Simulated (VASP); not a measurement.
# Li (P6_3/mmc) in VASP: notebook

The runs below take Li through single point, with LDA.

Program: VASP 6.6.1. These are calculated values, not measurements. Logs are shortened: lines on timing, memory, paths and dates and some standing lists are left out, and cuts for length are marked.

## Step 1: The cell of the first run

The structure is hexagonal, space group P6_3/mmc (No. 194). The conventional cell has a = 3.111 Å, b = 3.111 Å, c = 5.093 Å, α = 90.00°, β = 90.00°, γ = 120.00°. Li (site symmetry -6m2) has 12 Li at 3.11 to 3.12 Å within 4.1 Å.

## Step 2: Single point, LDA

The input, INCAR:

```
SYSTEM = Li
PREC     = Accurate       ! precision mode
ENCUT    = 520            ! plane-wave cutoff, eV
EDIFF    = 1E-6           ! SCF threshold, eV
ISMEAR   = 1              ! smearing method
SIGMA    = 0.1            ! smearing width, eV
LREAL    = .False.        ! projectors in reciprocal space
LASPH    = .True.         ! aspherical terms in the spheres
NELM     = 100            ! most SCF steps
ALGO     = Normal         ! electronic algorithm
ISIF     = 2              ! what is computed and relaxed
LWAVE    = .False.        ! write WAVECAR
LCHARG   = .False.        ! write CHGCAR
GGA      = CA             ! functional
NBANDS   = 10             ! bands
```

The input, KPOINTS:

```
Automatic mesh
0
Gamma
  10 10 6
  0 0 0
```

The input, POSCAR:

```
Li
1.0
    3.1110000000      0.0000000000      0.0000000000
   -1.5555000000      2.6942050300      0.0000000000
    0.0000000000      0.0000000000      5.0930000000
Li
2
Direct
    0.3333333333      0.6666666667      0.2500000000
    0.6666666667      0.3333333333      0.7500000000
```

Potentials or basis: VASP PAW LDA potentials, release 64 (Li_sv).

Launch:

```console
cat potpaw_LDA.64/Li_sv/POTCAR > POTCAR
mpirun -np 1 vasp_std > vasp.out
```

OUTCAR:

```text
SYSTEM = Li
   PREC = Accurate
   ENCUT = 520
   EDIFF = 1E-6
   ISMEAR = 1
   LREAL = .False.
   LASPH = .True.
   NELM = 100
   ISIF = 2
   GGA = CA

 ion  position               nearest neighbor table
   1  0.333  0.667  0.250-
   2  0.667  0.333  0.750-

  LATTYP: Found a hexagonal cell.
 ALAT       =     3.1110000000
 C/A-ratio  =     1.6370941819

  Lattice vectors:

 A1 = (   3.1110000000,   0.0000000000,   0.0000000000)
 A2 = (  -1.5555000000,   2.6942050300,   0.0000000000)
 A3 = (   0.0000000000,   0.0000000000,   5.0930000000)

Analysis of symmetry for initial positions (statically):
=====================================================================
 Subroutine PRICEL returns:
 Original cell was already a primitive cell.

 Routine SETGRP: Setting up the symmetry group for a
 hexagonal supercell.

 Subroutine GETGRP returns: Found 24 space group operations
 (whereof 12 operations were pure point group operations)
 out of a pool of 24 trial point group operations.

The static configuration has the point symmetry D_3d.
 The point group associated with its full space group is D_6h.

Analysis of symmetry for dynamics (positions and initial velocities):
=====================================================================
 Subroutine PRICEL returns:
 Original cell was already a primitive cell.

 Routine SETGRP: Setting up the symmetry group for a
 hexagonal supercell.

 Subroutine GETGRP returns: Found 24 space group operations
 (whereof 12 operations were pure point group operations)
 out of a pool of 24 trial point group operations.

The dynamic configuration has the point symmetry D_3d.
 The point group associated with its full space group is D_6h.

 Subroutine INISYM returns: Found 24 space group operations
 (whereof 12 operations are pure point group operations),
 and found     1 'primitive' translations

----------------------------------------------------------------------------------------

                                     Primitive cell

  volume of cell :      42.6879

  direct lattice vectors                    reciprocal lattice vectors
     3.111000000  0.000000000  0.000000000     0.321440051  0.185583500  0.000000000
    -1.555500000  2.694205030  0.000000000     0.000000000  0.371167001  0.000000000
     0.000000000  0.000000000  5.093000000     0.000000000  0.000000000  0.196347929

  length of vectors
     3.111000000  3.110999999  5.093000000     0.371167000  0.371167001  0.196347929

  position of ions in fractional coordinates (direct lattice)
     0.333333333  0.666666667  0.250000000
     0.666666667  0.333333333  0.750000000

  ion indices of the primitive-cell ions
   primitive index   ion index
                 1           1
                 2           2

----------------------------------------------------------------------------------------

 KPOINTS: Automatic mesh

Automatic generation of k-mesh.
 Grid dimensions read from file:
 generate k-points for:   10   10    6

 Generating k-lattice:

  Cartesian coordinates                     Fractional coordinates (reciprocal lattice)
     0.032144005  0.018558350  0.000000000     0.100000000 -0.000000000  0.000000000
     0.000000000  0.037116700  0.000000000     0.000000000  0.100000000  0.000000000
     0.000000000  0.000000000  0.032724655     0.000000000  0.000000000  0.166666667

  Length of vectors
     0.037116700  0.037116700  0.032724655

  Shift w.r.t. Gamma in fractional coordinates (k-lattice)
     0.000000000  0.000000000  0.000000000

 Subroutine IBZKPT returns following result:
 ===========================================

 Found     56 irreducible k-points:

 Following reciprocal coordinates:
            Coordinates               Weight
  0.000000  0.000000  0.000000      1.000000
  0.100000  0.000000  0.000000      6.000000
  0.200000  0.000000  0.000000      6.000000
  0.300000  0.000000  0.000000      6.000000
  0.400000  0.000000  0.000000      6.000000
  0.500000  0.000000  0.000000      3.000000
[... 16 lines left out ...]
  0.300000  0.100000  0.166667     24.000000
  0.400000  0.100000  0.166667     24.000000
 [... further k-points ...]
   k-points           NKPTS =     56   k-points in BZ     NKDIM =     56   number of bands    NBANDS=     10
   number of dos      NEDOS =    301   number of ions     NIONS =      2
   total plane-waves  NPLWV =  23040
   dimension x,y,z NGX =    24 NGY =   24 NGZ =   40
   dimension x,y,z NGXF=    48 NGYF=   48 NGZF=   80
   ions per type =               2
   NGX,Y,Z   is equivalent  to a cutoff of  12.83, 12.83, 13.06 a.u.
   NGXF,Y,Z  is equivalent  to a cutoff of  25.65, 25.65, 26.11 a.u.
 SYSTEM =  Li
   PREC   = accura    normal or accurate (medium, high low for compatibility)
   ISTART =      0    job   : 0-new  1-cont  2-samecut
   ICHARG =      2    charge: 1-file 2-atom 10-const
   ISPIN  =      1    spin polarized calculation?
   LNONCOLLINEAR =      F non collinear calculations
   LSORBIT =      F    spin-orbit coupling
   LASPH  =      T    aspherical Exc in radial PAW
   ENCUT  =  520.0 eV  38.22 Ry    6.18 a.u.   5.78  5.78  9.47*2*pi/ulx,y,z
   NELM   =    100;   NELMIN=  2; NELMDL= -5     # of ELM steps
   EDIFF  = 0.1E-05   stopping-criterion for ELM
   LREAL  =      F    real-space projection
   EDIFFG = 0.1E-04   stopping-criterion for IOM
   NSW    =      0    number of steps for IOM
   IBRION =     -1    ionic relax: 0-MD 1-quasi-New 2-CG
   NFREE  =      0    steps in history (QN), initial steepest desc. (CG)
   ISIF   =      2    stress and relaxation
   ISYM   =      2    0-nonsym 1-usesym 2-fastsym
   POTIM  = 0.5000    time-step for ionic-motion
   TEBEG  =    0.0;   TEEND  =   0.0 temperature during run
   PSTRESS=    0.0 pullay stress
   NELECT =       6.0000    total number of electrons
   NUPDOWN=      -1.0000    fix difference up-down
   EMIN   =  10.00;   EMAX   =-10.00  energy-range for DOS
   EFERMI =   0.00;   METHOD = LEGACY
   ISMEAR =     1;   SIGMA  =   0.10  broadening in eV -4-tet -1-fermi 0-gaus
   EFERMI_NEDOS =   21; number of points for ismear=-14 and -15
   IALGO  =     38    algorithm
   IMIX   =      4    mixing-type and parameters
     AMIX     =   0.40;   BMIX     =  1.00
     AMIX_MAG =   1.60;   BMIX_MAG =  1.00
  volume/ion in A,a.u.               =      21.34       144.04
  Fermi-wavevector in a.u.,A,eV,Ry     =   0.851185  1.608506  9.857630  0.724515
  Thomas-Fermi vector in A             =   1.967278
   LORBIT       =      0    0 simple, 1 ext, 2 COOP (PROOUT), +10 PAW based schemes
   GGA     = CA    functional components
   LHFCALC =     F    Hartree Fock is set to
   AEXX    =    0.0000 exact exchange contribution
   IVDW    =     0    specifies the selected vdW correction
   LEPSILON=     F    determine dielectric tensor
   LRPA    =     F    only Hartree local field effects (RPA)
 non-spin polarized calculation
 Methfessel and Paxton  Order N= 1 SIGMA  =   0.10
  energy-cutoff  :      520.00
  volume of cell :       42.69
 maximum number of plane-waves:      1182
 NGX is ok and might be reduce to    24
   NGX = 11   NGY = 11   NGZ = 19

 number of electron       5.9999991 magnetization

 Free energy of the ion-electron system (eV)
  ---------------------------------------------------
  ext. energy  EPLUGINS =         0.00000000
  ---------------------------------------------------
  free energy    TOTEN  =        -4.07027307 eV

  energy without entropy =       -4.06945273  energy(sigma->0) =       -4.06999962

 E-fermi :   0.4171     XC(G=0):  -7.0150

 val. band max:        0.4122882111   @ k =   0.3000   0.2000   0.3333
 cond. band min:       0.4443947306   @ k =   0.0000   0.0000   0.0000
 fundamental gap:      0.0321065196
 Fermi energy:         0.4171496708

 k-point     1 :       0.0000    0.0000    0.0000
  band No.  band energies     occupation
      1     -45.2612      2.00000
      2     -45.2451      2.00000
      3      -2.9720      2.00000
      4       0.4444      0.55730
      5       3.2333      0.00000
      6      12.3072      0.00000
      7      12.3072      0.00000
      8      13.6696      0.00000
      9      13.6697      0.00000
     10      14.1303      0.00000

 k-point     2 :       0.1000    0.0000    0.0000
  band No.  band energies     occupation
      1     -45.2598      2.00000
      2     -45.2444      2.00000
      3      -2.8184      2.00000
      4       0.6469     -0.00544
      5       3.2920      0.00000
      6      10.8990      0.00000
      7      11.4042      0.00000
      8      13.6078      0.00000
      9      13.9422      0.00000
     10      14.0573      0.00000

 k-point     3 :       0.2000    0.0000    0.0000
  band No.  band energies     occupation
      1     -45.2561      2.00000
      2     -45.2427      2.00000
      3      -2.3566      2.00000
      4       1.2533     -0.00000
      5       3.4309      0.00000
      6       8.5276      0.00000
      7      10.2057      0.00000
      8      12.6953      0.00000
      9      12.7924      0.00000
     10      13.7280      0.00000

 k-point     4 :       0.3000    0.0000    0.0000
  band No.  band energies     occupation
      1     -45.2512      2.00000
      2     -45.2409      2.00000
      3      -1.5885      2.00000
      4       2.2577     -0.00000
      5       3.3907      0.00000
      6       6.6311      0.00000
      7       9.2785      0.00000
      8      10.2567      0.00000
      9      10.6910      0.00000
     10      13.0733      0.00000
[... 222 lines left out ...]
 k-point    22 :       0.2000    0.1000    0.1667
  band No.  band energies     occupation
      1     -45.2522      2.00000
      2     -45.2422      2.00000
      3      -1.7727      2.00000
      4       1.0785     -0.00000
      5       4.5529      0.00000
      6       7.4313      0.00000
      7       8.7999      0.00000
      8      10.7219      0.00000
      9      11.9632      0.00000
     10      12.5193      0.00000

 k-point    23 :       0.3000    0.1000    0.1667
  band No.  band energies     occupation
      1     -45.2477      2.00000
      2     -45.2406      2.00000
      3      -0.8554      2.00000
      4       1.9467     -0.00000
      5       4.2384      0.00000
      6       6.2999      0.00000
      7       7.4666      0.00000
      8       9.0147      0.00000
      9      10.9752      0.00000
     10      11.6592      0.00000

 k-point    24 :       0.4000    0.1000    0.1667
  band No.  band energies     occupation
      1     -45.2446      2.00000
      2     -45.2401      2.00000
      3       0.2794      2.06512
      4       1.8851     -0.00000
      5       4.1800      0.00000
      6       5.6406      0.00000
      7       6.8521      0.00000
      8       8.0838      0.00000
      9       9.9667      0.00000
     10      11.2354      0.00000

 [... further k-points ...]
[... 5 lines left out ...]
  --------------------------------------------------------------------------------------
  -------------------------------------------------------------------------------------
  Total       -0.3780431     -0.3780431     -0.4656802      0.0000000      0.0000000      0.0000000
  in kB      -14.1888603    -14.1888603    -17.4780912      0.0000000      0.0000000      0.0000000
  external PRESSURE =     -15.2852706 kB  Pullay stress =       0.0000000 kB

 VOLUME and BASIS-vectors are now :
 -----------------------------------------------------------------------------
  energy-cutoff  :      520.00
  volume of cell :       42.69
      direct lattice vectors                 reciprocal lattice vectors
     3.111000000  0.000000000  0.000000000     0.321440051  0.185583500  0.000000000
    -1.555500000  2.694205030  0.000000000     0.000000000  0.371167001  0.000000000
     0.000000000  0.000000000  5.093000000     0.000000000  0.000000000  0.196347929

 POSITION                                       TOTAL-FORCE (eV/Angst)
 -----------------------------------------------------------------------------------
     -0.00000      1.79614      1.27325         0.000000     -0.000000      0.000000
      1.55550      0.89807      3.81975        -0.000000      0.000000      0.000000
 -----------------------------------------------------------------------------------
    total drift:                               -0.000000      0.000000      0.000000

  FREE ENERGIE OF THE ION-ELECTRON SYSTEM (eV)
  ---------------------------------------------------
  free  energy   TOTEN  =        -4.0702730675 eV

  energy  without entropy=       -4.0694527267  energy(sigma->0) =       -4.06999962
```

Wall time 6.3 s (1 thread of Intel Xeon Platinum 8488C (Sapphire Rapids), shared host); peak memory 0.14 GiB.

What came out:

```
Free energy            : -4.0703 eV
Band gap on the k mesh : zero (band 3 reaches 2.05 eV, above the bottom of band 4 at -1.90 eV)
```

Caveat: the cutoff is under 1.25 times the usual one of these potentials, so pressure, stress and relaxed cells hold a basis-set (Pulay) error.

## Step 3: Single point, LDA

The input, INCAR:

```
  ALGO = Normal
  EDIFF = 1E-6
  ENCUT = 520
  GGA = CA
  ISIF = 2
  ISMEAR = 1
  LASPH = T
  LCHARG = F
  LREAL = F
  LWAVE = F
  NBANDS = 10
  NELM = 80
  PREC = Accurate
  SIGMA = 0.1
```

The input, KPOINTS:

```
k-points
0
Gamma
  10 10 6
```

POSCAR is that of step 2.

Potentials or basis: VASP PAW LDA potentials, release 64 (Li_sv).

Launch:

```console
cat potpaw_LDA.64/Li_sv/POTCAR > POTCAR
mpirun -np 1 vasp_std > vasp.out
```

It took 6.5 s on 1 thread of Intel Xeon Platinum 8488C (Sapphire Rapids), shared host; peak memory 0.14 GiB.

The run converged. Its results:

```
Free energy            : -4.0703 eV
Band gap on the k mesh : zero (band 3 reaches 2.05 eV, above the bottom of band 4 at -1.90 eV)
```

Levels at points of the mesh, in eV from the Fermi level:
| k point | band 1 | band 2 | band 3 | band 4 | band 5 | band 6 | band 7 |
| --- | --- | --- | --- | --- | --- | --- | --- |
| (0.00, 0.00, 0.00) | -45.68 | -45.66 | -3.39 | 0.03 | 2.82 | 11.89 | 11.89 |
| (0.50, 0.00, 0.00) | -45.66 | -45.66 | -0.02 | 1.03 | 4.53 | 5.71 | 5.99 |
| (0.00, 0.00, 0.50) | -45.67 | -45.67 | -2.32 | -2.32 | 7.65 | 7.65 | 12.74 |
| (0.50, 0.00, 0.50) | -45.66 | -45.66 | 0.70 | 0.70 | 3.41 | 3.41 | 9.41 |

Caveat: the cutoff is under 1.25 times the usual one of these potentials, so pressure, stress and relaxed cells hold a basis-set (Pulay) error.
